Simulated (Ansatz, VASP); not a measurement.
**One calculation of C, two programs**

Contents of POSCAR:

```
C
1.0
    1.3228512806      0.7637485429      2.8843665041
   -1.3228512806      0.7637485429      2.8843665041
    0.0000000000     -1.5274970859      2.8843665041
C
2
Direct
    0.1640000000      0.1640000000      0.1640000000
    0.8360000000      0.8360000000      0.8360000000
```

INCAR.step1

```
PREC = Accurate
ENCUT = 520
ISMEAR = 0
SIGMA = 0.05
LREAL = False
LASPH = True
NELM = 60
NBANDS = 11
GGA = PE
ALGO = Normal
EDIFF = 1E-4
LWAVE = True
LCHARG = False
```

The input INCAR.step2:

```
PREC = Accurate
ENCUT = 520
EDIFF = 1E-6
ISMEAR = 0
SIGMA = 0.05
LREAL = False
LASPH = True
NELM = 60
ALGO = Normal
ISIF = 2
LWAVE = False
LCHARG = False
METAGGA = R2SCAN
LMIXTAU = True
NBANDS = 11
ISTART = 1
```

File KPOINTS:

```
Automatic mesh
0
Gamma
  12 12 12
```

Input for Ansatz:

```yaml
crystal:
  lattice:
    - [1.3228512806, 0.7637485429, 2.8843665041]
    - [-1.3228512806, 0.7637485429, 2.8843665041]
    - [0.0, -1.5274970859, 2.8843665041]
  atoms:
    - { symbol: C, position: [0.164, 0.164, 0.164] }
    - { symbol: C, position: [0.836, 0.836, 0.836] }
basis:
  ecutwfc: 500
kpoints:
  mp_grid: { grid: [12, 12, 12] }
hamiltonian:
  xc: r2scan
scf:
  occupations: { method: gaussian, width: 0.05 }
output:
  forces: true
  stress: true
  eigenvalues: true
```

Alike in both runs: task single point; functional r2SCAN; k mesh 12 × 12 × 12; occupations gaussian, width 0.05 eV; no spin polarisation.

|  | VASP | Ansatz |
| --- | --- | --- |
| version | VASP 6.6.1 | Ansatz 0.2.0 |
| potentials or method | VASP PAW PBE potentials, release 64 (C), cutoff 520 eV | scalar-relativistic, plane waves, PAW |
| valence electrons in the cell | 8 | 8 |

```csv
,VASP,Ansatz,Ansatz less VASP
gap on the k mesh at the Fermi level (eV),0.61,0.61,-0.001
least direct gap on the mesh (eV),0.61,0.61,-0.001
rms of the force components (eV/Å),0.319,0.322,+0.0030
```

VASP's potentials were made for PBE, not for r2SCAN. Atom by atom the forces differ by 0.003 eV/Å (rms over components).
